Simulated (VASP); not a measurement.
# Al3Si2N3 (P1) in VASP: relaxation of cell and atoms with PBE

Aim: the relaxation of cell and atoms of Al3Si2N3 with PBE.

Program: VASP 6.6.1. These are calculated values, not measurements. Logs are shortened: lines on timing, memory, paths and dates and some standing lists are left out, and cuts for length are marked.

**1. The cell of the first run**

The typed cell holds 8 atoms: a = 3.035 Å, b = 3.333 Å, c = 9.470 Å, α = 87.17°, β = 91.95°, γ = 91.38°.

**2. Relaxation of cell and atoms, PBE**

The input, INCAR:

```
SYSTEM = Al3Si2N3
PREC     = Accurate       ! precision mode
ENCUT    = 600            ! plane-wave cutoff, eV
EDIFF    = 1E-6           ! SCF threshold, eV
ISMEAR   = 0              ! smearing method
SIGMA    = 0.2            ! smearing width, eV
LREAL    = .False.        ! projectors in reciprocal space
LASPH    = .True.         ! aspherical terms in the spheres
NELM     = 100            ! most SCF steps
ALGO     = Normal         ! electronic algorithm
ISIF     = 3              ! what is computed and relaxed
LWAVE    = .False.        ! write WAVECAR
LCHARG   = .False.        ! write CHGCAR
GGA      = PE             ! functional
IBRION   = 2              ! ionic algorithm
NSW      = 80             ! ionic steps
EDIFFG   = -0.025         ! ionic threshold
```

The input, KPOINTS:

```
regular mesh
0
Gamma
  8 6 2
  0 0 0
```

The input, POSCAR:

```
Al3Si2N3
1.0
    3.0345725743     -0.0362040227     -0.0514140123
   -0.0392038950      3.3318234326      0.0817492048
   -0.1590130182      0.2334867994      9.4662373464
Al Si N
3 2 3
Direct
    0.4613324282      0.4772957619      0.6818433039
    0.0354070891     -0.0453174728      0.4879774807
    0.4599814060      0.4962538374      0.2530848492
    0.0136716782      0.0381529393      0.0476988350
   -0.0444034241      0.5352727680      0.8839231565
    0.5482651132     -0.0639150602      0.6246025496
    0.0517859090      0.5924589179      0.3780358863
    0.4739598004     -0.0302016913      0.1428339386
```

Potentials or basis: VASP PAW PBE potentials, release 64 (Al, Si, N).

On the command line:

```
$ cat potpaw_PBE.64/Al/POTCAR potpaw_PBE.64/Si/POTCAR potpaw_PBE.64/N/POTCAR > POTCAR
$ mpirun -np 1 vasp_std > vasp.out
```

OUTCAR:

```text
SYSTEM = Al3Si2N3
   PREC = Accurate
   ENCUT = 600
   EDIFF = 1E-6
   ISMEAR = 0
   LREAL = .False.
   LASPH = .True.
   NELM = 100
   ISIF = 3
   GGA = PE
   IBRION = 2
   NSW = 80
   EDIFFG = -0.025

 ion  position               nearest neighbor table
   1  0.461  0.477  0.682-   6 1.62   6 1.94   5 2.40   5 2.51   2 2.69   2 2.85   2 2.96   2 3.18

   2  0.035  0.955  0.488-   7 1.64   6 1.99   6 2.00   7 2.32   1 2.69   1 2.85   1 2.96   3 3.09
                             3 3.09   1 3.18   3 3.21   3 3.28
   3  0.460  0.496  0.253-   7 1.79   8 1.85   8 2.09   7 2.14   4 2.82   4 2.91   2 3.09   2 3.09
                             4 3.09   4 3.10   2 3.21   2 3.28
   4  0.014  0.038  0.048-   8 1.65   8 1.90   5 2.22   5 2.34   3 2.82   3 2.91   3 3.09   3 3.10

   5  0.956  0.535  0.884-   4 2.22   4 2.34   1 2.40   1 2.51
   6  0.548  0.936  0.625-   1 1.62   1 1.94   2 1.99   2 2.00
   7  0.052  0.592  0.378-   2 1.64   3 1.79   3 2.14   2 2.32
   8  0.474  0.970  0.143-   4 1.65   3 1.85   4 1.90   3 2.09

  LATTYP: Found a triclinic cell.
 ALAT       =     3.3330567448
 B/A-ratio  =     1.3361810398
 C/A-ratio  =     2.8413712031
 COS(alpha) =     0.0137595639
 COS(beta)  =     0.0493584934
 COS(gamma) =     0.7319777271

  Lattice vectors:

 A1 = (   0.0392038950,  -3.3318234326,  -0.0817492048)
 A2 = (  -2.9953686793,  -3.2956194099,  -0.0303351925)
 A3 = (   0.1590130182,  -0.2334867994,  -9.4662373464)

Analysis of symmetry for initial positions (statically):
=====================================================================
 Subroutine PRICEL returns:
 Original cell was already a primitive cell.

 Routine SETGRP: Setting up the symmetry group for a
 triclinic supercell.

 Subroutine GETGRP returns: Found  1 space group operations
 (whereof  1 operations were pure point group operations)
 out of a pool of  2 trial point group operations.

The static configuration has the point symmetry C_1 .

Analysis of symmetry for dynamics (positions and initial velocities):
=====================================================================
 Subroutine PRICEL returns:
 Original cell was already a primitive cell.

 Routine SETGRP: Setting up the symmetry group for a
 triclinic supercell.

 Subroutine GETGRP returns: Found  1 space group operations
 (whereof  1 operations were pure point group operations)
 out of a pool of  2 trial point group operations.

The dynamic configuration has the point symmetry C_1 .

 Subroutine INISYM returns: Found  1 space group operations
 (whereof  1 operations are pure point group operations),
 and found     1 'primitive' translations

----------------------------------------------------------------------------------------

                                     Primitive cell

  volume of cell :      95.6123

  direct lattice vectors                    reciprocal lattice vectors
     3.034572574 -0.036204023 -0.051414012     0.329672647  0.003745484  0.005445429
    -0.039203895  3.331823433  0.081749205     0.003458881  0.300356997 -0.007350269
    -0.159013018  0.233486799  9.466237346     0.001760682 -0.002573501  0.105731645

  length of vectors
     3.035224018  3.333056745  9.470451453     0.329738890  0.300466830  0.105777615

  position of ions in fractional coordinates (direct lattice)
     0.461332428  0.477295762  0.681843304
     0.035407089  0.954682527  0.487977481
     0.459981406  0.496253837  0.253084849
     0.013671678  0.038152939  0.047698835
     0.955596576  0.535272768  0.883923157
     0.548265113  0.936084940  0.624602550
     0.051785909  0.592458918  0.378035886
     0.473959800  0.969798309  0.142833939

  ion indices of the primitive-cell ions
   primitive index   ion index
                 1           1
                 2           2
                 3           3
                 4           4
                 5           5
                 6           6
                 7           7
                 8           8

----------------------------------------------------------------------------------------

 KPOINTS: regular mesh

Automatic generation of k-mesh.
 Grid dimensions read from file:
 generate k-points for:    8    6    2

 Generating k-lattice:

  Cartesian coordinates                     Fractional coordinates (reciprocal lattice)
     0.041209081  0.000468186  0.000680679     0.125000000  0.000000000 -0.000000000
     0.000576480  0.050059499 -0.001225045    -0.000000000  0.166666667  0.000000000
     0.000880341 -0.001286751  0.052865823     0.000000000 -0.000000000  0.500000000

  Length of vectors
     0.041217361  0.050077805  0.052888807

  Shift w.r.t. Gamma in fractional coordinates (k-lattice)
     0.000000000  0.000000000  0.000000000

 Subroutine IBZKPT returns following result:
 ===========================================

 Found     52 irreducible k-points:

 Following reciprocal coordinates:
            Coordinates               Weight
  0.000000  0.000000  0.000000      1.000000
  0.125000  0.000000  0.000000      2.000000
  0.250000  0.000000  0.000000      2.000000
  0.375000 -0.000000  0.000000      2.000000
  0.500000  0.000000  0.000000      1.000000
 -0.000000  0.166667 -0.000000      2.000000
[... 16 lines left out ...]
  0.125000  0.500000 -0.000000      2.000000
  0.250000  0.500000 -0.000000      2.000000
 [... further k-points ...]
   k-points           NKPTS =     52   k-points in BZ     NKDIM =     52   number of bands    NBANDS=     21
   number of dos      NEDOS =    301   number of ions     NIONS =      8
   total plane-waves  NPLWV =  53760
   dimension x,y,z NGX =    24 NGY =   28 NGZ =   80
   dimension x,y,z NGXF=    48 NGYF=   56 NGZF=  160
   ions per type =               3   2   3
   NGX,Y,Z   is equivalent  to a cutoff of  13.15, 13.97, 14.04 a.u.
   NGXF,Y,Z  is equivalent  to a cutoff of  26.29, 27.93, 28.09 a.u.
 SYSTEM =  Al3Si2N3
   PREC   = accura    normal or accurate (medium, high low for compatibility)
   ISTART =      0    job   : 0-new  1-cont  2-samecut
   ICHARG =      2    charge: 1-file 2-atom 10-const
   ISPIN  =      1    spin polarized calculation?
   LNONCOLLINEAR =      F non collinear calculations
   LSORBIT =      F    spin-orbit coupling
   LASPH  =      T    aspherical Exc in radial PAW
   ENCUT  =  600.0 eV  44.10 Ry    6.64 a.u.   6.06  6.66 18.91*2*pi/ulx,y,z
   NELM   =    100;   NELMIN=  2; NELMDL= -5     # of ELM steps
   EDIFF  = 0.1E-05   stopping-criterion for ELM
   LREAL  =      F    real-space projection
   EDIFFG = -.3E-01   stopping-criterion for IOM
   NSW    =     80    number of steps for IOM
   IBRION =      2    ionic relax: 0-MD 1-quasi-New 2-CG
   NFREE  =      1    steps in history (QN), initial steepest desc. (CG)
   ISIF   =      3    stress and relaxation
   ISYM   =      2    0-nonsym 1-usesym 2-fastsym
   POTIM  = 0.5000    time-step for ionic-motion
   TEBEG  =    0.0;   TEEND  =   0.0 temperature during run
   PSTRESS=    0.0 pullay stress
   NELECT =      32.0000    total number of electrons
   NUPDOWN=      -1.0000    fix difference up-down
   EMIN   =  10.00;   EMAX   =-10.00  energy-range for DOS
   EFERMI =   0.00;   METHOD = LEGACY
   ISMEAR =     0;   SIGMA  =   0.20  broadening in eV -4-tet -1-fermi 0-gaus
   EFERMI_NEDOS =   21; number of points for ismear=-14 and -15
   IALGO  =     38    algorithm
   IMIX   =      4    mixing-type and parameters
     AMIX     =   0.40;   BMIX     =  1.00
     AMIX_MAG =   1.60;   BMIX_MAG =  1.00
  volume/ion in A,a.u.               =      11.95        80.65
  Fermi-wavevector in a.u.,A,eV,Ry     =   1.136633  2.147925 17.577841  1.291935
  Thomas-Fermi vector in A             =   2.273338
   LORBIT       =      0    0 simple, 1 ext, 2 COOP (PROOUT), +10 PAW based schemes
   GGA     = PE    functional components
   LHFCALC =     F    Hartree Fock is set to
   AEXX    =    0.0000 exact exchange contribution
   IVDW    =     0    specifies the selected vdW correction
   LEPSILON=     F    determine dielectric tensor
   LRPA    =     F    only Hartree local field effects (RPA)
 conjugate gradient relaxation of ions
 non-spin polarized calculation
 Gauss-broadening in eV      SIGMA  =   0.20
  energy-cutoff  :      600.00
  volume of cell :       95.61
 maximum number of plane-waves:      3215
   NGX = 13   NGY = 13   NGZ = 37

--------------------------------------- Ionic step        1  -------------------------------------------

 number of electron      31.9999999 magnetization

 Free energy of the ion-electron system (eV)
  ---------------------------------------------------
  ext. energy  EPLUGINS =         0.00000000
  ---------------------------------------------------
  free energy    TOTEN  =       -49.11475922 eV

  energy without entropy =      -49.08943981  energy(sigma->0) =      -49.10209952

------------------------ aborting loop because EDIFF is reached ----------------------------------------

  FORCE on cell =-STRESS in cart. coord.  units (eV):
  Direction    XX          YY          ZZ          XY          YZ          ZX
  --------------------------------------------------------------------------------------
  -------------------------------------------------------------------------------------
  Total        5.2077697     16.4238382     11.1743158      0.6054159     -3.4537617      2.3795406
  in kB       87.2667512    275.2147435    187.2483413     10.1449724    -57.8747863     39.8740317
  external PRESSURE =     183.2432787 kB  Pullay stress =       0.0000000 kB
[... 29 lines left out ...]
--------------------------------------- Ionic step        2  -------------------------------------------

 number of electron      31.9999999 magnetization

 E-fermi :   6.8926     XC(G=0):  -9.9413

 val. band max:        6.8714592286   @ k =  -0.0000   0.5000   0.5000
 cond. band min:       6.9614246654   @ k =   0.1250   0.5000   0.5000
 fundamental gap:      0.0899654368
 Fermi energy:         6.8926271658

 k-point     1 :       0.0000    0.0000    0.0000
  band No.  band energies     occupation
      1     -10.2296      2.00000
      2      -9.9332      2.00000
      3      -7.5105      2.00000
      4      -4.4266      2.00000
      5      -1.0666      2.00000
      6       0.7690      2.00000
[... 644 lines left out ...]
  FREE ENERGIE OF THE ION-ELECTRON SYSTEM (eV)
  ---------------------------------------------------
  free  energy   TOTEN  =       -51.5744101585 eV

  energy  without entropy=      -51.5547462772  energy(sigma->0) =      -51.56457822

[... ionic steps 4 to 27 ...]

--------------------------------------- Ionic step       28  -------------------------------------------

 number of electron      31.9999995 magnetization

------------------------ aborting loop because EDIFF is reached ----------------------------------------
[... 79 lines left out ...]
--------------------------------------- Ionic step       30  -------------------------------------------

 number of electron      31.9999995 magnetization

 Free energy of the ion-electron system (eV)
  ---------------------------------------------------
  ext. energy  EPLUGINS =         0.00000000
  ---------------------------------------------------
  free energy    TOTEN  =       -52.73754665 eV

  energy without entropy =      -52.71499648  energy(sigma->0) =      -52.72627157

 E-fermi :   8.9287     XC(G=0): -10.5348

 val. band max:        8.7876518242   @ k =   0.2500   0.0000   0.0000
 cond. band min:       8.9419833061   @ k =   0.3750   0.5000  -0.0000
 fundamental gap:      0.1543314819
 Fermi energy:         8.9286689623

 k-point     1 :       0.0000    0.0000    0.0000
  band No.  band energies     occupation
      1      -9.7859      2.00000
      2      -8.7109      2.00000
      3      -7.4713      2.00000
      4      -3.0255      2.00000
      5       0.2210      2.00000
      6       2.3975      2.00000
[... 602 lines left out ...]
  FREE ENERGIE OF THE ION-ELECTRON SYSTEM (eV)
  ---------------------------------------------------
  free  energy   TOTEN  =       -52.7375466538 eV

  energy  without entropy=      -52.7149964787  energy(sigma->0) =      -52.72627157

 reached required accuracy - stopping structural energy minimisation
```

Run time: 29 min. Hardware: 1 thread of Intel Xeon Platinum 8259CL at 2.50GHz (Skylake/Cascade Lake), shared host; peak memory 0.3 GiB.

Results:

- Free energy: -52.7375 eV
- Relaxed volume: 12.59 Å³/atom
- Relaxed cell: a = 3.108 Å, b = 3.369 Å, c = 9.616 Å, α = 90.01°, β = 89.99°, γ = 89.99°
- Space group after relaxing (to 0.05 Å): Pmm2 (No. 25)
- Energy gained by relaxing: 452.8 meV/atom
- Ionic steps: 30
- Pressure after relaxing: 0.1 GPa
- Largest force after relaxing: 0.024 eV/Å
- Band gap on the k mesh: zero (band 16 reaches 9.19 eV, above the bottom of band 17 at 7.95 eV)

Forces on the atoms (eV/Å):
```
Al  -0.011 -0.010  0.001
Al   0.002  0.004 -0.018
Al   0.020 -0.010  0.008
Si   0.001  0.000  0.003
Si  -0.004 -0.002  0.006
N    0.010  0.010 -0.005
N   -0.014  0.002  0.013
N   -0.004  0.007 -0.007
```

The path:
| step | energy change (eV) | largest force (eV/Å) | pressure (GPa) | volume (Å³) |
| --- | --- | --- | --- | --- |
| 1 | 0.0000 | 8.7567 | 18.32 | 95.61 |
| 2 | -0.6091 | 5.7148 | -5.95 | 115.62 |
| 3 | -2.4597 | 2.8052 | -2.40 | 103.73 |
| 4 | -2.4734 | 2.7155 | -1.97 | 103.32 |
| 5 | -2.4806 | 2.6114 | -1.27 | 102.70 |
| 6 | -3.1409 | 1.5125 | -3.03 | 102.89 |
| 7 | -3.1553 | 1.6353 | -2.97 | 102.92 |
| 8 | -3.4365 | 0.8345 | 1.32 | 99.78 |
| 9 | -3.4425 | 0.8970 | 2.18 | 99.26 |
| 10 | -3.5483 | 0.4805 | -0.06 | 100.54 |
| 11 | -3.5485 | 0.5166 | -0.14 | 100.59 |
| 12 | -3.5806 | 0.3013 | -0.19 | 100.73 |
| 13 | -3.5816 | 0.3935 | -0.19 | 100.76 |
| 14 | -3.5970 | 0.2034 | 0.14 | 100.61 |
| 15 | -3.5983 | 0.2204 | 0.28 | 100.55 |
| 16 | -3.6069 | 0.1477 | -0.15 | 100.82 |
| 17 | -3.6090 | 0.1866 | -0.48 | 101.02 |
| 18 | -3.6140 | 0.1543 | 0.18 | 100.60 |
| 19 | -3.6140 | 0.1506 | 0.16 | 100.61 |
| 20 | -3.6169 | 0.0808 | 0.13 | 100.63 |
| 21 | -3.6172 | 0.1052 | 0.12 | 100.64 |
| 22 | -3.6194 | 0.0781 | -0.18 | 100.84 |
| 23 | -3.6196 | 0.0970 | -0.31 | 100.93 |
| 24 | -3.6212 | 0.0668 | 0.13 | 100.64 |
| 25 | -3.6212 | 0.0694 | 0.19 | 100.61 |
| 26 | -3.6222 | 0.0408 | 0.05 | 100.69 |
| 27 | -3.6222 | 0.0437 | 0.04 | 100.70 |
| 28 | -3.6226 | 0.0353 | -0.09 | 100.79 |
| 29 | -3.6226 | 0.0366 | -0.11 | 100.80 |
| 30 | -3.6228 | 0.0237 | 0.05 | 100.70 |

Final structure:
```yaml
crystal:
  lattice:
    - [3.10799, -0.00003, -0.00023]
    - [0.00048, 3.36912, -0.00067]
    - [0.00215, 0.00089, 9.61644]
  atoms:
    - { symbol: Al, position: [0.50080, 0.50010, 0.69338] }
    - { symbol: Al, position: [0.99966, 0.99981, 0.48179] }
    - { symbol: Al, position: [0.49944, 0.50018, 0.26059] }
    - { symbol: Si, position: [0.00001, 0.00012, 0.04762] }
    - { symbol: Si, position: [0.00075, 0.50012, 0.89346] }
    - { symbol: N, position: [0.49958, 0.99982, 0.59370] }
    - { symbol: N, position: [0.99976, 0.49987, 0.37401] }
    - { symbol: N, position: [0.50000, 0.99998, 0.15545] }
```
